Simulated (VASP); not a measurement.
# WSe2 in VASP: further runs

The runs below take WSe2 through single point, with PBEsol.

Everything below comes from runs of VASP 6.6.1. Logs are shortened: lines on timing, memory, paths and dates and some standing lists are left out, and cuts for length are marked.

## (1) The cell of the first run

The cell holds a slab with vacuum, 9 atoms: a = 3.318 Å, b = 3.318 Å, c = 29.739 Å, α = 90.00°, β = 90.00°, γ = 120.00°.

## (2) Single point, PBEsol

Input file INCAR:

```
SYSTEM = WSe2
ALGO = Normal
EDIFF = 1E-6
ENCUT = 520
GGA = PS
ISIF = 2
ISMEAR = 0
LASPH = .True.
LCHARG = .False.
LREAL = .False.
LWAVE = .False.
NBANDS = 49
NELM = 100
PREC = Accurate
SIGMA = 0.1
```

Input file KPOINTS:

```
k-points
0
Gamma
  6 6 1
  0 0 0
```

Input file POSCAR:

```
WSe2
1.0
    3.3181158941      0.0000000000      0.0000000000
   -1.6590579470      2.8735726570      0.0000000000
    0.0000000000      0.0000000000     29.7394474100
W Se
3 6
Direct
    0.6666666700      0.3333333300      0.0000000000
    0.3333333300      0.6666666700      0.7704474400
    0.3333333300      0.6666666700      0.2295525600
    0.3333333300      0.6666666700      0.0559251100
    0.6666666700      0.3333333300      0.8263670200
    0.6666666700      0.3333333300      0.2854460400
    0.3333333300      0.6666666700      0.9440748900
    0.6666666700      0.3333333300      0.7145539600
    0.6666666700      0.3333333300      0.1736329800
```

Potentials or basis: VASP PAW PBE potentials, release 64 (W_sv, Se).

On the command line:

```
> cat potpaw_PBE.64/W_sv/POTCAR potpaw_PBE.64/Se/POTCAR > POTCAR
> mpirun -np 1 vasp_std > vasp.out
```

OUTCAR:

```text
SYSTEM = WSe2
   EDIFF = 1E-6
   ENCUT = 520
   GGA = PS
   ISIF = 2
   ISMEAR = 0
   LASPH = .True.
   LREAL = .False.
   NELM = 100
   PREC = Accurate

 ion  position               nearest neighbor table
   1  0.667  0.333  0.000-   4 2.54   7 2.54   4 2.54   7 2.54   4 2.54   7 2.54
   2  0.333  0.667  0.770-   8 2.54   8 2.54   8 2.54   5 2.54   5 2.54   5 2.54
   3  0.333  0.667  0.230-   6 2.54   6 2.54   6 2.54   9 2.54   9 2.54   9 2.54
   4  0.333  0.667  0.056-   1 2.54   1 2.54   1 2.54
   5  0.667  0.333  0.826-   2 2.54   2 2.54   2 2.54
   6  0.667  0.333  0.285-   3 2.54   3 2.54   3 2.54
   7  0.333  0.667  0.944-   1 2.54   1 2.54   1 2.54
   8  0.667  0.333  0.715-   2 2.54   2 2.54   2 2.54
   9  0.667  0.333  0.174-   3 2.54   3 2.54   3 2.54

  LATTYP: Found a hexagonal cell.
 ALAT       =     3.3181158941
 C/A-ratio  =     8.9627512598

  Lattice vectors:

 A1 = (   3.3181158941,   0.0000000000,   0.0000000000)
 A2 = (  -1.6590579470,   2.8735726570,   0.0000000000)
 A3 = (   0.0000000000,   0.0000000000,  29.7394474100)

Analysis of symmetry for initial positions (statically):
=====================================================================
 Subroutine PRICEL returns:
 Original cell was already a primitive cell.

 Routine SETGRP: Setting up the symmetry group for a
 hexagonal supercell.

 Subroutine GETGRP returns: Found 12 space group operations
 (whereof 12 operations were pure point group operations)
 out of a pool of 24 trial point group operations.

The static configuration has the point symmetry D_3h.

Analysis of symmetry for dynamics (positions and initial velocities):
=====================================================================
 Subroutine PRICEL returns:
 Original cell was already a primitive cell.

 Routine SETGRP: Setting up the symmetry group for a
 hexagonal supercell.

 Subroutine GETGRP returns: Found 12 space group operations
 (whereof 12 operations were pure point group operations)
 out of a pool of 24 trial point group operations.

The dynamic configuration has the point symmetry D_3h.

 Subroutine INISYM returns: Found 12 space group operations
 (whereof 12 operations are pure point group operations),
 and found     1 'primitive' translations

----------------------------------------------------------------------------------------

                                     Primitive cell

  volume of cell :     283.5611

  direct lattice vectors                    reciprocal lattice vectors
     3.318115894  0.000000000  0.000000000     0.301375851  0.173999428  0.000000000
    -1.659057947  2.873572657  0.000000000     0.000000000  0.347998857  0.000000000
     0.000000000  0.000000000 29.739447410     0.000000000  0.000000000  0.033625373

  length of vectors
     3.318115894  3.318115894 29.739447410     0.347998857  0.347998857  0.033625373

  position of ions in fractional coordinates (direct lattice)
     0.666666670  0.333333330  0.000000000
     0.333333330  0.666666670  0.770447440
     0.333333330  0.666666670  0.229552560
     0.333333330  0.666666670  0.055925110
     0.666666670  0.333333330  0.826367020
     0.666666670  0.333333330  0.285446040
     0.333333330  0.666666670  0.944074890
     0.666666670  0.333333330  0.714553960
     0.666666670  0.333333330  0.173632980

  ion indices of the primitive-cell ions
   primitive index   ion index
                 1           1
                 2           2
                 3           3
                 4           4
                 5           5
                 6           6
                 7           7
                 8           8
                 9           9

----------------------------------------------------------------------------------------

 KPOINTS: k-points

Automatic generation of k-mesh.
 Grid dimensions read from file:
 generate k-points for:    6    6    1

 Generating k-lattice:

  Cartesian coordinates                     Fractional coordinates (reciprocal lattice)
     0.050229308  0.028999905  0.000000000     0.166666667  0.000000000  0.000000000
     0.000000000  0.057999809  0.000000000     0.000000000  0.166666667  0.000000000
     0.000000000  0.000000000  0.033625373     0.000000000  0.000000000  1.000000000

  Length of vectors
     0.057999809  0.057999809  0.033625373

  Shift w.r.t. Gamma in fractional coordinates (k-lattice)
     0.000000000  0.000000000  0.000000000

 Subroutine IBZKPT returns following result:
 ===========================================

 Found      7 irreducible k-points:

 Following reciprocal coordinates:
            Coordinates               Weight
  0.000000  0.000000  0.000000      1.000000
  0.166667 -0.000000  0.000000      6.000000
  0.333333  0.000000  0.000000      6.000000
  0.500000  0.000000  0.000000      3.000000
  0.166667  0.166667  0.000000      6.000000
  0.333333  0.166667  0.000000     12.000000
  0.333333  0.333333  0.000000      2.000000
   k-points           NKPTS =      7   k-points in BZ     NKDIM =      7   number of bands    NBANDS=     49
   number of dos      NEDOS =    301   number of ions     NIONS =      9
   total plane-waves  NPLWV = 175616
   dimension x,y,z NGX =    28 NGY =   28 NGZ =  224
   dimension x,y,z NGXF=    56 NGYF=   56 NGZF=  448
   ions per type =               3   6
   NGX,Y,Z   is equivalent  to a cutoff of  14.03, 14.03, 12.52 a.u.
   NGXF,Y,Z  is equivalent  to a cutoff of  28.06, 28.06, 25.04 a.u.
 SYSTEM =  WSe2
   PREC   = accura    normal or accurate (medium, high low for compatibility)
   ISTART =      0    job   : 0-new  1-cont  2-samecut
   ICHARG =      2    charge: 1-file 2-atom 10-const
   ISPIN  =      1    spin polarized calculation?
   LNONCOLLINEAR =      F non collinear calculations
   LSORBIT =      F    spin-orbit coupling
   LASPH  =      T    aspherical Exc in radial PAW
   ENCUT  =  520.0 eV  38.22 Ry    6.18 a.u.   6.17  6.17 55.30*2*pi/ulx,y,z
   NELM   =    100;   NELMIN=  2; NELMDL= -5     # of ELM steps
   EDIFF  = 0.1E-05   stopping-criterion for ELM
   LREAL  =      F    real-space projection
   EDIFFG = 0.1E-04   stopping-criterion for IOM
   NSW    =      0    number of steps for IOM
   IBRION =     -1    ionic relax: 0-MD 1-quasi-New 2-CG
   NFREE  =      0    steps in history (QN), initial steepest desc. (CG)
   ISIF   =      2    stress and relaxation
   ISYM   =      2    0-nonsym 1-usesym 2-fastsym
   POTIM  = 0.5000    time-step for ionic-motion
   TEBEG  =    0.0;   TEEND  =   0.0 temperature during run
   PSTRESS=    0.0 pullay stress
   NELECT =      78.0000    total number of electrons
   NUPDOWN=      -1.0000    fix difference up-down
   EMIN   =  10.00;   EMAX   =-10.00  energy-range for DOS
   EFERMI =   0.00;   METHOD = LEGACY
   ISMEAR =     0;   SIGMA  =   0.10  broadening in eV -4-tet -1-fermi 0-gaus
   EFERMI_NEDOS =   21; number of points for ismear=-14 and -15
   IALGO  =     38    algorithm
   IMIX   =      4    mixing-type and parameters
     AMIX     =   0.40;   BMIX     =  1.00
     AMIX_MAG =   1.60;   BMIX_MAG =  1.00
  volume/ion in A,a.u.               =      31.51       212.62
  Fermi-wavevector in a.u.,A,eV,Ry     =   1.064692  2.011977 15.423155  1.133570
  Thomas-Fermi vector in A             =   2.200219
   LORBIT       =      0    0 simple, 1 ext, 2 COOP (PROOUT), +10 PAW based schemes
   GGA     = PS    functional components
   LHFCALC =     F    Hartree Fock is set to
   AEXX    =    0.0000 exact exchange contribution
   IVDW    =     0    specifies the selected vdW correction
   LEPSILON=     F    determine dielectric tensor
   LRPA    =     F    only Hartree local field effects (RPA)
 non-spin polarized calculation
 Gauss-broadening in eV      SIGMA  =   0.10
  energy-cutoff  :      520.00
  volume of cell :      283.56
 maximum number of plane-waves:      7656
 NGX is ok and might be reduce to    28
   NGX = 13   NGY = 13   NGZ =111

 number of electron      77.9999992 magnetization

 Free energy of the ion-electron system (eV)
  ---------------------------------------------------
  ext. energy  EPLUGINS =         0.00000000
  ---------------------------------------------------
  free energy    TOTEN  =       -69.72270787 eV

  energy without entropy =      -69.72270787  energy(sigma->0) =      -69.72270787

 E-fermi :   2.5360     XC(G=0):  -7.4818

 val. band max:        2.0263169262   @ k =   0.0000   0.0000   0.0000
 cond. band min:       3.3653401242   @ k =   0.1667   0.1667   0.0000
 fundamental gap:      1.3390231980
 Fermi energy:         2.5360422219

 k-point     1 :       0.0000    0.0000    0.0000
  band No.  band energies     occupation
      1     -72.1137      2.00000
      2     -72.1127      2.00000
      3     -72.1127      2.00000
      4     -36.3461      2.00000
      5     -36.3450      2.00000
      6     -36.3450      2.00000
[... 41 lines left out ...]
     48       5.0322      0.00000
     49       5.0451      0.00000

 k-point     2 :       0.1667   -0.0000    0.0000
  band No.  band energies     occupation
      1     -72.1114      2.00000
      2     -72.1104      2.00000
      3     -72.1104      2.00000
      4     -36.3357      2.00000
      5     -36.3346      2.00000
      6     -36.3346      2.00000
[... 41 lines left out ...]
     48       4.6289      0.00000
     49       5.3815      0.00000

 k-point     3 :       0.3333    0.0000    0.0000
  band No.  band energies     occupation
      1     -72.1068      2.00000
      2     -72.1059      2.00000
      3     -72.1058      2.00000
      4     -36.3967      2.00000
      5     -36.3959      2.00000
      6     -36.3959      2.00000
[... 41 lines left out ...]
     48       5.4777      0.00000
     49       6.0370      0.00000

 k-point     4 :       0.5000    0.0000    0.0000
  band No.  band energies     occupation
      1     -72.1046      2.00000
      2     -72.1036      2.00000
      3     -72.1036      2.00000
      4     -36.4492      2.00000
      5     -36.4484      2.00000
      6     -36.4484      2.00000
[... 41 lines left out ...]
     48       5.8957      0.00000
     49       6.0348      0.00000

 k-point     5 :       0.1667    0.1667    0.0000
  band No.  band energies     occupation
      1     -72.1080      2.00000
      2     -72.1070      2.00000
      3     -72.1070      2.00000
      4     -36.3604      2.00000
      5     -36.3595      2.00000
      6     -36.3595      2.00000
[... 41 lines left out ...]
     48       4.7485      0.00000
     49       6.0007      0.00000

 k-point     6 :       0.3333    0.1667    0.0000
  band No.  band energies     occupation
      1     -72.1046      2.00000
      2     -72.1036      2.00000
      3     -72.1036      2.00000
      4     -36.4226      2.00000
      5     -36.4218      2.00000
      6     -36.4218      2.00000
[... 41 lines left out ...]
     48       5.3588      0.00000
     49       6.0105      0.00000

 k-point     7 :       0.3333    0.3333    0.0000
  band No.  band energies     occupation
      1     -72.1034      2.00000
      2     -72.1024      2.00000
      3     -72.1024      2.00000
      4     -36.3965      2.00000
      5     -36.3956      2.00000
      6     -36.3956      2.00000
[... 41 lines left out ...]
     48       5.3842      0.00000
     49       6.6481      0.00000

------------------------ aborting loop because EDIFF is reached ----------------------------------------

  FORCE on cell =-STRESS in cart. coord.  units (eV):
  Direction    XX          YY          ZZ          XY          YZ          ZX
  --------------------------------------------------------------------------------------
  -------------------------------------------------------------------------------------
  Total       -3.8004329     -3.8004329     -0.9819010     -0.0000000      0.0000000     -0.0000000
  in kB      -21.4732126    -21.4732126     -5.5479390     -0.0000000      0.0000000     -0.0000000
  external PRESSURE =     -16.1647881 kB  Pullay stress =       0.0000000 kB

 VOLUME and BASIS-vectors are now :
 -----------------------------------------------------------------------------
  energy-cutoff  :      520.00
  volume of cell :      283.56
      direct lattice vectors                 reciprocal lattice vectors
     3.318115894  0.000000000  0.000000000     0.301375851  0.173999428  0.000000000
    -1.659057947  2.873572657  0.000000000     0.000000000  0.347998857  0.000000000
     0.000000000  0.000000000 29.739447410     0.000000000  0.000000000  0.033625373

 POSITION                                       TOTAL-FORCE (eV/Angst)
 -----------------------------------------------------------------------------------
      1.65906      0.95786      0.00000        -0.000000     -0.000000      0.000000
     -0.00000      1.91572     22.91268        -0.000000     -0.000000     -0.004869
     -0.00000      1.91572      6.82677        -0.000000     -0.000000      0.004869
     -0.00000      1.91572      1.66318         0.000000     -0.000000     -0.037556
      1.65906      0.95786     24.57570        -0.000000      0.000000     -0.032101
      1.65906      0.95786      8.48901         0.000000     -0.000000     -0.072509
     -0.00000      1.91572     28.07627         0.000000     -0.000000      0.037556
      1.65906      0.95786     21.25044         0.000000     -0.000000      0.072509
      1.65906      0.95786      5.16375         0.000000      0.000000      0.032101
 -----------------------------------------------------------------------------------
    total drift:                                0.000008     -0.000005     -0.000000

  FREE ENERGIE OF THE ION-ELECTRON SYSTEM (eV)
  ---------------------------------------------------
  free  energy   TOTEN  =       -69.7227078699 eV

  energy  without entropy=      -69.7227078699  energy(sigma->0) =      -69.72270787
```

It took 4 min on 1 thread of Intel Xeon Platinum 8259CL at 2.50GHz (Skylake/Cascade Lake), shared host; peak memory 0.46 GiB.

Results:

```yaml
Free_energy: -69.7227 eV
Largest_force: 0.073 eV/Å
Band_gap_on_the_k_mesh: 1.34 eV, indirect (least direct gap 1.47 eV)
```

Forces in eV/Å, atoms in the order of the input:
```
W    0.000  0.000  0.000
W    0.000  0.000 -0.005
W    0.000  0.000  0.005
Se   0.000  0.000 -0.038
Se   0.000  0.000 -0.032
Se   0.000  0.000 -0.073
Se   0.000  0.000  0.038
Se   0.000  0.000  0.073
Se   0.000  0.000  0.032
```

Caveat: the PAW data sets were made with another functional, which shifts forces and pressure a little; spin-orbit coupling is left out, which moves the levels of the heavy elements.

## (3) Single point, PBEsol (volume scaled by 0.94, then relaxed in part)

Input file INCAR:

```
SYSTEM = WSe2
PREC = Accurate ; ENCUT = 520
EDIFF = 1E-6 ; ISMEAR = 0
SIGMA = 0.02 ; LREAL = .False.
LASPH = .True. ; NELM = 100
ALGO = Normal ; ISIF = 2
LWAVE = .False. ; LCHARG = .False.
GGA = PS ; NBANDS = 49
```

Input file KPOINTS:

```
regular mesh
0
Gamma
  12 12 1
  0 0 0
```

Input file POSCAR:

```
WSe2
1.0
    3.2705938941      0.0000000000      0.0000000000
   -1.6352969470      2.8324173978      0.0000000000
    0.0000000000      0.0000000000     27.4388484394
W Se
3 6
Direct
    0.6666666667      0.3333333333      0.0000000000
    0.3333333333      0.6666666667      0.7592643503
    0.3333333333      0.6666666667      0.2407356497
    0.3333333333      0.6666666667      0.0610186804
    0.6666666667      0.3333333333      0.8202929720
    0.6666666667      0.3333333333      0.3016781502
    0.3333333333      0.6666666667      0.9389813196
    0.6666666667      0.3333333333      0.6983218498
    0.6666666667      0.3333333333      0.1797070280
```

Potentials or basis: VASP PAW PBE potentials, release 64 (W_sv, Se).

On the command line:

```
> cat potpaw_PBE.64/W_sv/POTCAR potpaw_PBE.64/Se/POTCAR > POTCAR
> mpirun -np 1 vasp_std > vasp.out
```

OUTCAR:

```text
SYSTEM = WSe2
   PREC = Accurate
   ENCUT = 520
   EDIFF = 1E-6
   ISMEAR = 0
   LREAL = .False.
   LASPH = .True.
   NELM = 100
   ISIF = 2
   GGA = PS

 ion  position               nearest neighbor table
   1  0.667  0.333  0.000-   4 2.52   7 2.52   4 2.52   7 2.52   4 2.52   7 2.52
   2  0.333  0.667  0.759-   8 2.52   8 2.52   8 2.52   5 2.52   5 2.52   5 2.52
   3  0.333  0.667  0.241-   6 2.52   6 2.52   6 2.52   9 2.52   9 2.52   9 2.52
   4  0.333  0.667  0.061-   1 2.52   1 2.52   1 2.52
   5  0.667  0.333  0.820-   2 2.52   2 2.52   2 2.52
   6  0.667  0.333  0.302-   3 2.52   3 2.52   3 2.52
   7  0.333  0.667  0.939-   1 2.52   1 2.52   1 2.52
[... 1198 lines left out ...]
  external PRESSURE =       3.1897583 kB  Pullay stress =       0.0000000 kB

 VOLUME and BASIS-vectors are now :
 -----------------------------------------------------------------------------
  energy-cutoff  :      520.00
  volume of cell :      254.18
      direct lattice vectors                 reciprocal lattice vectors
     3.270593894  0.000000000  0.000000000     0.305754867  0.176527655  0.000000000
    -1.635296947  2.832417398  0.000000000     0.000000000  0.353055309  0.000000000
     0.000000000  0.000000000 27.438848439     0.000000000  0.000000000  0.036444678

 POSITION                                       TOTAL-FORCE (eV/Angst)
 -----------------------------------------------------------------------------------
      1.63530      0.94414      0.00000        -0.000000      0.000000      0.000000
     -0.00000      1.88828     20.83334        -0.000000     -0.000000     -0.000079
     -0.00000      1.88828      6.60551        -0.000000     -0.000000      0.000079
     -0.00000      1.88828      1.67428         0.000000      0.000000      0.062274
      1.63530      0.94414     22.50789        -0.000000      0.000000      0.062529
      1.63530      0.94414      8.27770         0.000000      0.000000      0.063578
     -0.00000      1.88828     25.76457         0.000000      0.000000     -0.062274
      1.63530      0.94414     19.16115         0.000000      0.000000     -0.063578
      1.63530      0.94414      4.93095         0.000000     -0.000000     -0.062529
 -----------------------------------------------------------------------------------
    total drift:                                0.000000     -0.000000     -0.000000

  FREE ENERGIE OF THE ION-ELECTRON SYSTEM (eV)
  ---------------------------------------------------
  free  energy   TOTEN  =       -69.7865492882 eV

  energy  without entropy=      -69.7865492882  energy(sigma->0) =      -69.78654929
```

stdout:

```text
POSCAR found type information on POSCAR W Se
 POSCAR found :  2 types and       9 ions
 scaLAPACK will be used
 -----------------------------------------------------------------------------
|                                                                             |
|                                                                             |
|     You enforced a specific xc type in the INCAR file but a different       |
|     I HOPE YOU KNOW WHAT YOU ARE DOING!                                     |
|                                                                             |
 -----------------------------------------------------------------------------

 LDA part: xc-table for (Slater+PW92), standard interpolation
 POSCAR, INCAR and KPOINTS ok, starting setup
 FFT: planning ... GRIDC
 FFT: planning ... GRID_SOFT
 FFT: planning ... GRID
 WAVECAR not read
 entering main loop
```

It took 4.6 min on 1 thread of AMD EPYC 7R13 (Zen 3), shared host; peak memory 0.41 GiB.

What came out:

```
Free energy            : -69.7865 eV
Largest force          : 0.064 eV/Å
Band gap on the k mesh : 1.24 eV, indirect (least direct gap 1.62 eV)
```

Forces in eV/Å, atoms in the order of the input:
```
W    0.000  0.000  0.000
W    0.000  0.000  0.000
W    0.000  0.000  0.000
Se   0.000  0.000  0.062
Se   0.000  0.000  0.063
Se   0.000  0.000  0.064
Se   0.000  0.000 -0.062
Se   0.000  0.000 -0.064
Se   0.000  0.000 -0.063
```

Levels at points of the mesh, in eV from the valence-band top:
```
           k point  band 37  band 38  band 39  band 40  band 41  band 42
(0.00, 0.00, 0.00)    -0.81    -0.29     0.00     2.89     2.89     2.91
(0.50, 0.00, 0.00)    -1.07    -0.99    -0.93     2.37     2.39     2.40
```

Caveat: the PAW data sets were made with another functional, which shifts forces and pressure a little; spin-orbit coupling is left out, which moves the levels of the heavy elements.

(Part 1 of 2 ends here.)
